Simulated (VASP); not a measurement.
Runs of VASP 6.6.1 on Si3WN. The structure is that of space group Pm-3m (No. 221), or close to it. The cells are those of the table. The cell was built from a structure type or drawn by symmetry, and may not be a known phase.

| task | cell | k mesh | cutoff (eV) | gap on the mesh (eV) | pressure (GPa) | relaxed volume (Å³/atom) |
| --- | --- | --- | --- | --- | --- | --- |
| relaxation of cell and atoms | relaxed from a = 4.135 Å, 5 atoms | 4 × 4 × 4 | 600 | none | -0.3 | 12.34 |
| single point | a = 3.947 Å, 5 atoms | 4 × 4 × 4 | 520 | none | 0.4 | - |
| single point | a = 4.135 Å, 5 atoms | 4 × 4 × 4 | 520 | none | (b) | - |
| single point | a = 3.955 Å, 5 atoms | 10 × 10 × 10 | 520 | none | 0.1 | - |
| relaxation of cell and atoms | relaxed from a = 3.947 Å, 5 atoms | 10 × 10 × 10 | 600 | none | 0.0 | (a) |

Alike in all rows: level PBE; potentials or basis VASP PAW PBE potentials, release 64 (Si, W_sv, N); no spin polarisation; smearing gaussian 0.1 eV.

**Question.** Fill in the values left out.

**Answer.** (a) 12.38; (b) -18.4.

Caveats: some runs use coarse meshes; spin-orbit coupling is left out, which moves the levels of the heavy elements.

A k mesh can miss the band edges, and the runs leave out spin-orbit coupling on W.

A gap of «none» marks levels without a gap at the run's occupations.
